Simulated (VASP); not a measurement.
Here is a VASP 6.6.1 calculation.

The input INCAR:

```
SYSTEM = BaZrO3
ALGO     = Normal         ! electronic algorithm
EDIFF    = 1E-6           ! SCF threshold, eV
ENCUT    = 520            ! plane-wave cutoff, eV
GGA      = RE             ! functional
ISIF     = 2              ! what is computed and relaxed
ISMEAR   = -1             ! smearing method
IVDW     = 13             ! dispersion correction
LASPH    = .True.         ! aspherical terms in the spheres
LCHARG   = .False.        ! write CHGCAR
LREAL    = .False.        ! projectors in reciprocal space
LWAVE    = .False.        ! write WAVECAR
NBANDS   = 28             ! bands
NELM     = 80             ! most SCF steps
PREC     = Accurate       ! precision mode
SIGMA    = 0.05           ! smearing width, eV
```

The input KPOINTS:

```
k-points
0
Gamma
  6 6 6
  0 0 0
```

POSCAR

```
BaZrO3
1.0
    4.2137720414      0.0000000000      0.0000000000
    0.0000000000      4.2137720414      0.0000000000
    0.0000000000      0.0000000000      4.2137720414
Ba Zr O
1 1 3
Direct
    0.0000000000      0.0000000000      0.0000000000
    0.5000000000      0.5000000000      0.5000000000
    0.5000000000      0.5000000000      0.0000000000
    0.5000000000      0.0000000000      0.5000000000
    0.0000000000      0.5000000000      0.5000000000
```

Potentials or basis: VASP PAW PBE potentials, release 64 (Ba_sv, Zr_sv, O).

Launch:

```sh
$ cat potpaw_PBE.64/Ba_sv/POTCAR potpaw_PBE.64/Zr_sv/POTCAR potpaw_PBE.64/O/POTCAR > POTCAR
$ mpirun -np 1 vasp_std > vasp.out
```

**Question.** What does it give for the pressure?

**Answer.** 1.0 GPa.

**Question.** Estimate the band gap on the k mesh.

**Answer.** 3.19 eV (least direct gap 3.43 eV).

**Question.** What does it give for the dispersion energy per atom?

**Answer.** -0.336 eV.

Caveat: the PAW data sets were made with another functional, which shifts forces and pressure a little; spin-orbit coupling is left out, which moves the levels of the heavy elements. A k mesh can miss the band edges.
